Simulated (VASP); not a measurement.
## Al (a cell with a defect): single point with r2SCAN

System: Al (a cell with a defect).

```
CELL_PARAMETERS angstrom
8.10000 0.00000 0.00000
0.00000 8.10000 0.00000
0.00000 0.00000 8.10000
ATOMIC_POSITIONS crystal
Al 0.51189 0.01621 0.00964
Al 0.78905 0.23843 0.04727
Al 0.76598 0.95443 0.23330
Al 0.04411 0.99619 0.02415
Al 0.25126 0.21937 0.00711
Al 0.52274 0.50895 0.01230
Al 0.78023 0.73023 0.99509
Al 0.30577 0.01738 0.28706
Al 0.49352 0.28060 0.24420
Al 0.80158 0.49900 0.23483
Al 0.55973 0.01732 0.50963
Al 0.77119 0.23247 0.39963
Al 0.78377 0.95196 0.76954
Al 0.02589 0.49379 0.99544
Al 0.29170 0.78193 0.02183
Al 0.05869 0.25109 0.26274
Al 0.27753 0.52059 0.24794
Al 0.54363 0.72315 0.26794
Al 0.00791 0.00980 0.51986
Al 0.27731 0.28458 0.47958
Al 0.54048 0.48927 0.51221
Al 0.79828 0.73637 0.49147
Al 0.27486 0.00827 0.70816
Al 0.07042 0.25419 0.73837
Al 0.81732 0.51596 0.74707
Al 0.03942 0.74010 0.26283
Al 0.02202 0.47585 0.49426
Al 0.27481 0.74880 0.48381
Al 0.74852 0.23581 0.70649
Al 0.27919 0.53644 0.74351
Al 0.53032 0.75420 0.74040
Al 0.05162 0.75306 0.80040
Al 0.43475 0.27512 0.75064
```

| Item | Value |
| --- | --- |
| Program | VASP 6.6.1 |
| Task | single point |
| Functional | r2SCAN |
| Potentials or basis | VASP PAW PBE potentials, release 64 (Al) |
| Cutoff | 440 eV |
| k mesh | 2 × 2 × 2 |
| Occupations | fermi-dirac, width 0.15 eV |
| Spin | no spin polarisation |
| Dipole correction | no |
| Further INCAR settings | LREAL = Auto; ALGO = Normal; EDIFF = 1e-06; NBANDS = 72 |

| Quantity | Value |
| --- | --- |
| Pressure | 4.3 GPa |
| Largest force | 1.545 eV/Å |
| Band gap on the k mesh | zero (an odd number of electrons rules out a gap without spin polarisation) |

Forces on the atoms (eV/Å):
```
Al   0.740  0.012 -0.407
Al  -0.252 -0.336 -0.644
Al   0.521  0.448  0.115
Al  -1.138 -0.433  0.096
Al   0.764  1.238  0.104
Al   0.013 -0.113 -0.862
Al  -0.342 -0.045  0.496
Al  -0.578 -0.760 -0.312
Al   0.846 -0.389 -0.547
Al  -0.500  0.597  0.350
Al  -0.376 -0.385  0.214
Al   0.337  0.165 -0.046
Al   0.453 -0.815  0.232
Al   0.857 -0.432  0.564
Al   0.175 -0.804 -0.115
Al  -0.594 -0.319 -0.827
Al  -0.177 -0.189 -0.513
Al  -0.340  0.529 -0.084
Al  -0.016 -0.325 -0.646
Al   0.315 -0.597  0.716
Al   0.471  0.230  0.009
Al  -0.233  0.096  0.558
Al   0.313 -1.054  0.515
Al  -0.372  0.425  0.621
Al  -0.487  1.464  0.070
Al  -0.355  0.584 -0.607
Al  -0.148  0.963  0.134
Al   0.221  0.087  0.801
Al  -0.685 -0.164  0.059
Al  -0.389  0.390  0.257
Al  -0.126 -0.098  0.194
Al  -0.134  0.519 -1.253
Al   1.215 -0.490  0.759
```

Stress tensor (GPa, compression positive):
```
 3.76  0.69  0.28
 0.69  5.94 -0.46
 0.28 -0.46  3.11
```

Levels at points of the mesh, in eV from the Fermi level:
| k point | band 46 | band 47 | band 48 | band 49 | band 50 | band 51 | band 52 | band 53 |
| --- | --- | --- | --- | --- | --- | --- | --- | --- |
| (0.00, 0.00, 0.00) | -0.39 | -0.22 | -0.10 | 0.19 | 0.40 | 0.50 | 0.54 | 0.66 |
| (0.50, 0.00, 0.00) | -0.50 | -0.49 | -0.34 | -0.24 | -0.12 | -0.01 | 0.17 | 0.61 |
| (0.00, 0.50, 0.00) | -0.46 | -0.42 | -0.36 | -0.24 | -0.11 | -0.05 | 0.18 | 0.41 |
| (0.00, 0.00, 0.50) | -0.52 | -0.47 | -0.32 | -0.26 | -0.11 | 0.03 | 0.16 | 0.76 |
| (0.50, 0.50, 0.00) | -0.56 | -0.44 | -0.24 | 0.38 | 0.60 | 0.85 | 0.93 | 1.00 |
| (0.00, 0.50, 0.50) | -0.54 | -0.32 | -0.26 | 0.41 | 0.63 | 0.84 | 0.87 | 0.94 |
| (0.50, 0.00, 0.50) | -0.48 | -0.39 | -0.30 | 0.61 | 0.69 | 0.75 | 0.79 | 0.96 |
| (0.50, 0.50, 0.50) | -0.73 | -0.62 | -0.57 | -0.56 | -0.49 | -0.45 | -0.42 | -0.41 |

Wall time 29 min on 1 thread of Intel Xeon 8259CL, with other jobs on the host, peak memory 0.52 GiB.

Caveat: the k points lie up to 0.39 Å⁻¹ apart, too coarse for converged energies and pressures of a metal; the atoms stand as in a frame of molecular dynamics; the PAW data sets were made with another functional, which shifts forces and pressure a little.
